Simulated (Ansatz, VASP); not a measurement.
## Ni: VASP beside Ansatz

The input INCAR:

```
PREC = Accurate
ENCUT = 520
EDIFF = 1E-6
ISMEAR = 0
SIGMA = 0.1
LREAL = F
LASPH = T
NELM = 150
ALGO = Normal
ISIF = 2
LWAVE = F
LCHARG = F
ISPIN = 2
MAGMOM = 2.8 -2.8
LORBIT = 11
LMAXMIX = 4
GGA = PE
NBANDS = 21
```

KPOINTS

```
Automatic mesh
0
Gamma
  14 14 7
```

File POSCAR:

```
Ni
1.0
    0.0000000000      1.7689500000      1.7689500000
    1.7689500000      0.0000000000      1.7689500000
    3.5379000000      3.5379000000      0.0000000000
Ni
2
Direct
    0.0000000000      0.0000000000      0.0000000000
    0.0000000000      0.0000000000      0.5000000000
```

Input for Ansatz:

```yaml
crystal:
  lattice:
    - [0.0, 1.76895, 1.76895]
    - [1.76895, 0.0, 1.76895]
    - [3.5379, 3.5379, 0.0]
  atoms:
    - { symbol: Ni, position: [0.0, 0.0, 0.0], spin: 2.8 }
    - { symbol: Ni, position: [0.0, 0.0, 0.5], spin: -2.8 }
magnetization:
  spin_polarized: true
hamiltonian:
  xc: pbe
  pseudopotentials: { kind: paw }
basis:
  ecutwfc: 420
kpoints:
  mp_grid: { grid: [14, 14, 7] }
scf:
  occupations: { method: gaussian, width: 0.1 }
  lower_state_search: "off"
output:
  forces: true
  stress: true
```

Change from the starting cell: moments +- scaled by 1.4, plain SCF.

Alike in both runs: task single point; functional PBE; k mesh 14 × 14 × 7; occupations gaussian, width 0.1 eV; collinear spin.

|  | VASP | Ansatz |
| --- | --- | --- |
| version | VASP 6.6.1 | Ansatz 0.2.0 |
| potentials or method | VASP PAW PBE potentials, release 64 (Ni), cutoff 520 eV | PAW, plane waves, scalar-relativistic |
| valence electrons in the cell | 20 | 36 |

|  | VASP | Ansatz | Ansatz less VASP |
| --- | --- | --- | --- |
| pressure (GPa) | -3.9 | -3.9 | -0.01 |
| traceless stress, the component that is largest in VASP (GPa) | 0.21 | 0.20 | -0.002 |
| net moment per atom (μB) | 0.00 | 0.00 | 0.000 |
| size of the moment on the site where the two differ most (μB) | 0.28 | 0.30 | +0.016 |

Site moments also hang on the region over which each program counts them. VASP's potentials hold 20 valence electrons a cell and Ansatz's 36, so a difference there can come from the potentials and not from the codes.
